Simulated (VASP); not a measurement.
A run of VASP 6.6.1 is set up as follows.

INCAR

```
SYSTEM = CuO
  PREC = Accurate
  ENCUT = 520
  EDIFF = 1E-6
  ISMEAR = 0
  SIGMA = 0.05
  LREAL = .FALSE.
  LASPH = .TRUE.
  NELM = 150
  ALGO = Normal
  ISIF = 2
  LWAVE = .FALSE.
  LCHARG = .TRUE.
  ISPIN = 2
  MAGMOM = 1 1 0 0
  LORBIT = 11
  LMAXMIX = 4
  LDAU = .TRUE.
  LDAUTYPE = 2
  LDAUL = 2 -1
  LDAUU = 5.8 0
  LDAUJ = 0 0
  LDAUPRINT = 1
  GGA = PS
  LELF = .TRUE.
  LVHAR = .TRUE.
  NBANDS = 29
```

Contents of KPOINTS:

```
regular mesh
0
G
  8 8 5
  0 0 0
```

Contents of POSCAR:

```
CuO
1.0
    2.3416500000     -1.7104000000      0.0000000000
    2.3416500000      1.7104000000      0.0000000000
   -0.8525100000      0.0000000000      5.0580600000
Cu O
2 2
Direct
    0.0000000000      0.5000000000      0.0000000000
    0.5000000000      0.0000000000      0.5000000000
    0.5821000000      0.4179000000      0.2500000000
    0.4179000000      0.5821000000      0.7500000000
```

Potentials or basis: VASP PAW PBE potentials, release 64 (Cu, O).

Run with:

```console
$ cat potpaw_PBE.64/Cu/POTCAR potpaw_PBE.64/O/POTCAR > POTCAR
$ mpirun -np 1 vasp_std > vasp.out
```

(1) What does it give for the band gap on the k mesh?

(2) Estimate the site moments.

(3) Estimate the pressure.

Results:

(1) 0.46 eV (least direct gap 0.53 eV).

(2) Cu +0.69; O +0.28 μB.

(3) -5.0 GPa.

Caveat: the cell stands under tension; semilocal functionals underestimate gaps, and a narrow one can read as zero; the PAW data sets were made with another functional, which shifts forces and pressure a little.
